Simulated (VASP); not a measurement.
# MnO (Pm-3m) in VASP: a series of runs, part 3 of 3

VASP 6.6.1.

## 5. Single point, PBE, collinear spin, ferromagnetic start

This run uses another cell than the first one, of 9.16 Å³/atom, 0.960 times its volume.

INCAR

```
ALGO = Normal ; EDIFF = 1E-6
ENCUT = 600 ; GGA = PE
GGA_COMPAT = F ; ISIF = 2
ISMEAR = -1 ; ISPIN = 2
LASPH = T ; LCHARG = F
LMAXMIX = 4 ; LORBIT = 11
LREAL = F ; LWAVE = F
MAGMOM = 4 0 ; NBANDS = 20
NELM = 200 ; PREC = Accurate
SIGMA = 0.05
```

KPOINTS

```
k-points
0
Gamma
  10 10 10
```

POSCAR

```
MnO
1.0
    2.6362708722      0.0000000000      0.0000000000
    0.0000000000      2.6362708722      0.0000000000
    0.0000000000      0.0000000000      2.6362708722
Mn O
1 1
Direct
    0.0000000000      0.0000000000      0.0000000000
    0.5000000000      0.5000000000      0.5000000000
```

Potentials or basis: VASP PAW PBE potentials, release 64 (Mn_pv, O).

The run is started by

```console
cat potpaw_PBE.64/Mn_pv/POTCAR potpaw_PBE.64/O/POTCAR > POTCAR
mpirun -np 1 vasp_std > vasp.out
```

OUTCAR:

```text
EDIFF = 1E-6
   ENCUT = 600
   GGA = PE
   ISIF = 2
   ISMEAR = -1
   ISPIN = 2
   LASPH = T
   LORBIT = 11
   LREAL = F
   NELM = 200
   PREC = Accurate

 ion  position               nearest neighbor table
   1  0.000  0.000  0.000-   2 2.28   2 2.28   2 2.28   2 2.28   2 2.28   2 2.28   2 2.28   2 2.28

   2  0.500  0.500  0.500-   1 2.28   1 2.28   1 2.28   1 2.28   1 2.28   1 2.28   1 2.28   1 2.28

  LATTYP: Found a simple cubic cell.
 ALAT       =     2.6362708722

  Lattice vectors:

 A1 = (   2.6362708722,   0.0000000000,   0.0000000000)
 A2 = (   0.0000000000,   2.6362708722,   0.0000000000)
 A3 = (   0.0000000000,   0.0000000000,   2.6362708722)

Analysis of symmetry for initial positions (statically):
=====================================================================
 Subroutine PRICEL returns:
 Original cell was already a primitive cell.

 Routine SETGRP: Setting up the symmetry group for a
 simple cubic supercell.

 Subroutine GETGRP returns: Found 48 space group operations
 (whereof 48 operations were pure point group operations)
 out of a pool of 48 trial point group operations.

The static configuration has the point symmetry O_h .

Analysis of symmetry for dynamics (positions and initial velocities):
=====================================================================
 Subroutine PRICEL returns:
 Original cell was already a primitive cell.

 Routine SETGRP: Setting up the symmetry group for a
 simple cubic supercell.

 Subroutine GETGRP returns: Found 48 space group operations
 (whereof 48 operations were pure point group operations)
 out of a pool of 48 trial point group operations.

The dynamic configuration has the point symmetry O_h .

Analysis of structural, dynamic, and magnetic symmetry:
=====================================================================
 Subroutine PRICEL returns:
 Original cell was already a primitive cell.

 Routine SETGRP: Setting up the symmetry group for a
 simple cubic supercell.

 Subroutine GETGRP returns: Found 48 space group operations
 (whereof 48 operations were pure point group operations)
 out of a pool of 48 trial point group operations.

The overall configuration has the point symmetry O_h .

 Subroutine INISYM returns: Found 48 space group operations
 (whereof 48 operations are pure point group operations),
 and found     1 'primitive' translations

----------------------------------------------------------------------------------------

                                     Primitive cell

  volume of cell :      18.3219

  direct lattice vectors                    reciprocal lattice vectors
     2.636270872  0.000000000  0.000000000     0.379323692  0.000000000  0.000000000
     0.000000000  2.636270872  0.000000000     0.000000000  0.379323692  0.000000000
     0.000000000  0.000000000  2.636270872     0.000000000  0.000000000  0.379323692

  length of vectors
     2.636270872  2.636270872  2.636270872     0.379323692  0.379323692  0.379323692

  position of ions in fractional coordinates (direct lattice)
     0.000000000  0.000000000  0.000000000
     0.500000000  0.500000000  0.500000000

  ion indices of the primitive-cell ions
   primitive index   ion index
                 1           1
                 2           2

----------------------------------------------------------------------------------------

[... 52 lines left out ...]
   number of dos      NEDOS =    301   number of ions     NIONS =      2
   total plane-waves  NPLWV =  13824
   dimension x,y,z NGX =    24 NGY =   24 NGZ =   24
   dimension x,y,z NGXF=    48 NGYF=   48 NGZF=   48
   ions per type =               1   1
   NGX,Y,Z   is equivalent  to a cutoff of  15.13, 15.13, 15.13 a.u.
   NGXF,Y,Z  is equivalent  to a cutoff of  30.27, 30.27, 30.27 a.u.
 SYSTEM =  unknown system
   PREC   = accura    normal or accurate (medium, high low for compatibility)
   ISTART =      0    job   : 0-new  1-cont  2-samecut
   ICHARG =      2    charge: 1-file 2-atom 10-const
   ISPIN  =      2    spin polarized calculation?
   LNONCOLLINEAR =      F non collinear calculations
   LSORBIT =      F    spin-orbit coupling
   LASPH  =      T    aspherical Exc in radial PAW
   ENCUT  =  600.0 eV  44.10 Ry    6.64 a.u.   5.27  5.27  5.27*2*pi/ulx,y,z
   NELM   =    200;   NELMIN=  2; NELMDL= -5     # of ELM steps
   EDIFF  = 0.1E-05   stopping-criterion for ELM
   LREAL  =      F    real-space projection
[... 7 lines left out ...]
   TEBEG  =    0.0;   TEEND  =   0.0 temperature during run
   PSTRESS=    0.0 pullay stress
   NELECT =      19.0000    total number of electrons
   NUPDOWN=      -1.0000    fix difference up-down
   EMIN   =  10.00;   EMAX   =-10.00  energy-range for DOS
   EFERMI =   0.00;   METHOD = LEGACY
   ISMEAR =    -1;   SIGMA  =   0.05  broadening in eV -4-tet -1-fermi 0-gaus
   EFERMI_NEDOS =   21; number of points for ismear=-14 and -15
   IALGO  =     38    algorithm
   IMIX   =      4    mixing-type and parameters
     AMIX     =   0.40;   BMIX     =  1.00
     AMIX_MAG =   1.60;   BMIX_MAG =  1.00
  volume/ion in A,a.u.               =       9.16        61.82
  Fermi-wavevector in a.u.,A,eV,Ry     =   1.657051  3.131373 37.359144  2.745820
  Thomas-Fermi vector in A             =   2.744871
   LORBIT       =     11    0 simple, 1 ext, 2 COOP (PROOUT), +10 PAW based schemes
   GGA     = PE    functional components
   LHFCALC =     F    Hartree Fock is set to
   AEXX    =    0.0000 exact exchange contribution
   IVDW    =     0    specifies the selected vdW correction
   LEPSILON=     F    determine dielectric tensor
   LRPA    =     F    only Hartree local field effects (RPA)
 spin polarized calculation
  energy-cutoff  :      600.00
  volume of cell :       18.32
 maximum number of plane-waves:       625
 NGX is ok and might be reduce to    24
   NGX = 11   NGY = 11   NGZ = 11

 number of electron      19.0000005 magnetization       3.6753662

 Free energy of the ion-electron system (eV)
  ---------------------------------------------------
  ext. energy  EPLUGINS =         0.00000000
  ---------------------------------------------------
  free energy    TOTEN  =       -15.24812701 eV

  energy without entropy =      -15.23071890  energy(sigma->0) =      -15.23942296

 E-fermi :   8.9340     XC(G=0): -13.0907

 val. band max:        8.9261662572   @ k =   0.3000   0.1000   0.0000
 cond. band min:       8.9396606920   @ k =   0.5000   0.1000   0.0000
 fundamental gap:      0.0134944348
 Fermi energy:         8.9340455408

 spin component 1

 k-point     1 :       0.0000    0.0000    0.0000
  band No.  band energies     occupation
      1     -40.5903      1.00000
      2     -40.5903      1.00000
      3     -40.5903      1.00000
      4     -11.7069      1.00000
      5       5.0190      1.00000
      6       5.0190      1.00000
[... 541 lines left out ...]
     19      34.1928      0.00000
     20      35.2194      0.00000

 [... further k-points ...]

 spin component 2

 k-point     1 :       0.0000    0.0000    0.0000
  band No.  band energies     occupation
      1     -36.8424      1.00000
      2     -36.8424      1.00000
      3     -36.8424      1.00000
      4     -11.5213      1.00000
      5       5.9049      1.00000
      6       5.9049      1.00000
[... 541 lines left out ...]
     19      35.4585      0.00000
     20      36.2425      0.00000

 [... further k-points ...]
[... 5 lines left out ...]
  --------------------------------------------------------------------------------------
  -------------------------------------------------------------------------------------
  Total        0.5662339      0.5662339      0.5662339      0.0000000      0.0000000     -0.0000000
  in kB       49.5149486     49.5149486     49.5149486      0.0000000      0.0000000     -0.0000000
  external PRESSURE =      49.5149486 kB  Pullay stress =       0.0000000 kB

 VOLUME and BASIS-vectors are now :
 -----------------------------------------------------------------------------
  energy-cutoff  :      600.00
  volume of cell :       18.32
      direct lattice vectors                 reciprocal lattice vectors
     2.636270872  0.000000000  0.000000000     0.379323692  0.000000000  0.000000000
     0.000000000  2.636270872  0.000000000     0.000000000  0.379323692  0.000000000
     0.000000000  0.000000000  2.636270872     0.000000000  0.000000000  0.379323692

 POSITION                                       TOTAL-FORCE (eV/Angst)
 -----------------------------------------------------------------------------------
      0.00000      0.00000      0.00000         0.000000      0.000000      0.000000
      1.31814      1.31814      1.31814         0.000000      0.000000      0.000000
 -----------------------------------------------------------------------------------
    total drift:                                0.000000      0.000000     -0.000000

  FREE ENERGIE OF THE ION-ELECTRON SYSTEM (eV)
  ---------------------------------------------------
  free  energy   TOTEN  =       -15.2481270128 eV

  energy  without entropy=      -15.2307188984  energy(sigma->0) =      -15.23942296

 total charge

# of ion       s       p       d       tot
------------------------------------------
    1        0.220   6.203   5.100  11.523
    2        1.573   3.374   0.000   4.947
--------------------------------------------------
tot          1.794   9.577   5.100  16.470

 magnetization (x)

# of ion       s       p       d       tot
------------------------------------------
    1        0.022   0.035   3.427   3.485
    2        0.026   0.024   0.000   0.050
--------------------------------------------------
tot          0.048   0.059   3.427   3.535
```

OSZICAR:

```text
N       E                     dE             d eps       ncg     rms          rms(c)
DAV:   1     0.179239075017E+03    0.17924E+03   -0.11135E+04  4528   0.129E+03
DAV:   2    -0.898785717275E+01   -0.18823E+03   -0.17539E+03  4656   0.357E+02
DAV:   3    -0.175526563670E+02   -0.85648E+01   -0.84229E+01  4988   0.800E+01
DAV:   4    -0.176086984702E+02   -0.56042E-01   -0.56028E-01  5000   0.661E+00
DAV:   5    -0.176090685776E+02   -0.37011E-03   -0.37010E-03  5044   0.535E-01    0.140E+01
DAV:   6    -0.158344732484E+02    0.17746E+01   -0.83479E+00  5836   0.351E+01    0.124E+01
DAV:   7    -0.153002600075E+02    0.53421E+00   -0.18433E+00  5196   0.202E+01    0.629E+00
DAV:   8    -0.152500993504E+02    0.50161E-01   -0.20317E-01  4956   0.445E+00    0.389E+00
DAV:   9    -0.152597048369E+02   -0.96055E-02   -0.29826E-02  5776   0.210E+00    0.101E+00
DAV:  10    -0.152486081697E+02    0.11097E-01   -0.19129E-02  4820   0.209E+00    0.291E-01
DAV:  11    -0.152481305415E+02    0.47763E-03   -0.10815E-03  5148   0.418E-01    0.135E-01
DAV:  12    -0.152481327379E+02   -0.21965E-05   -0.25199E-04  5216   0.188E-01    0.442E-02
DAV:  13    -0.152481233257E+02    0.94123E-05   -0.41349E-05  5080   0.586E-02    0.221E-02
DAV:  14    -0.152481274713E+02   -0.41457E-05   -0.41491E-06  5076   0.173E-02    0.132E-02
DAV:  15    -0.152481270128E+02    0.45856E-06   -0.19192E-06  3876   0.180E-02
   1 F= -.15248127E+02 E0= -.15239423E+02  d E =-.174081E-01  mag=     3.6756
```

stdout:

```text
POSCAR found type information on POSCAR MnO
 POSCAR found :  2 types and       2 ions
 scaLAPACK will be used
 LDA part: xc-table for (Slater+PW92), standard interpolation
 POSCAR, INCAR and KPOINTS ok, starting setup
 FFT: planning ... GRIDC
 FFT: planning ... GRID_SOFT
 FFT: planning ... GRID
 WAVECAR not read
 entering main loop
```

Wall time 17 s (1 thread of Intel Xeon 6975P-C (Granite Rapids), shared host); peak memory 0.17 GiB.

What came out:

- Free energy: -15.2481 eV
- Pressure: 5.0 GPa
- Net moment: 3.68 μB per cell
- Site moments: Mn +3.48; O +0.05 μB
- Valence electrons inside the program's atomic spheres: Mn 11.52; O 4.95

Levels at points of the mesh, in eV from the Fermi level:
Spin up:
| k point | band 8 | band 9 | band 10 | band 11 | band 12 | band 13 | band 14 | band 15 |
| --- | --- | --- | --- | --- | --- | --- | --- | --- |
| (0.00, 0.00, 0.00) | -3.19 | -3.19 | -1.09 | -1.09 | -1.09 | 0.81 | 15.51 | 15.51 |
| (0.50, 0.00, 0.00) | -3.44 | -0.98 | -0.47 | 0.43 | 0.43 | 5.99 | 8.47 | 14.97 |
| (0.50, 0.50, 0.00) | -2.34 | -2.16 | -1.92 | -1.92 | -0.18 | 6.83 | 11.02 | 11.02 |
| (0.50, 0.50, 0.50) | -0.12 | -0.12 | 0.77 | 0.77 | 0.77 | 6.81 | 6.81 | 6.81 |
Spin down:
| k point | band 6 | band 7 | band 8 | band 9 | band 10 | band 11 |
| --- | --- | --- | --- | --- | --- | --- |
| (0.00, 0.00, 0.00) | -3.03 | -3.03 | -1.29 | -1.29 | 1.96 | 2.64 |
| (0.50, 0.00, 0.00) | -3.49 | -3.49 | -0.63 | 2.40 | 2.78 | 3.20 |
| (0.50, 0.50, 0.00) | -6.25 | -2.24 | -0.76 | 1.04 | 1.60 | 1.60 |
| (0.50, 0.50, 0.50) | -6.73 | -6.73 | 3.25 | 3.25 | 3.56 | 3.56 |

Caveat: a cell with one magnetic atom can't hold antiferromagnetic order, which such compounds often take; semilocal functionals often make such compounds metallic where correlation or magnetic order opens a gap, which also shifts bond lengths. With open d or f shells a metallic result of PBE can be an artefact of self-interaction; +U or a hybrid may open a gap.

## 6. Overview

| cell | cutoff (eV) | gap on the mesh (eV) | pressure (GPa) | moment (μB) |
| --- | --- | --- | --- | --- |
| a = 2.672 Å, 2 atoms | 520 | none | 5.9 | 4.19 |
| a = 2.618 Å, 2 atoms | 600 | none | 8.8 | 3.62 |
| a = 2.636 Å, 2 atoms | 600 | none | 5.0 | 3.68 |

Alike in all rows: task single point; level PBE; potentials or basis VASP PAW PBE potentials, release 64 (Mn_pv, O); spin collinear, ferromagnetic start; k mesh 10 × 10 × 10; smearing fermi-dirac 0.05 eV.

Caveats: a cell with one magnetic atom can't hold antiferromagnetic order, which such compounds often take; semilocal functionals often make such compounds metallic where correlation or magnetic order opens a gap, which also shifts bond lengths.

Total energies depend on the potentials used, so only differences within one code and one set of settings carry meaning.
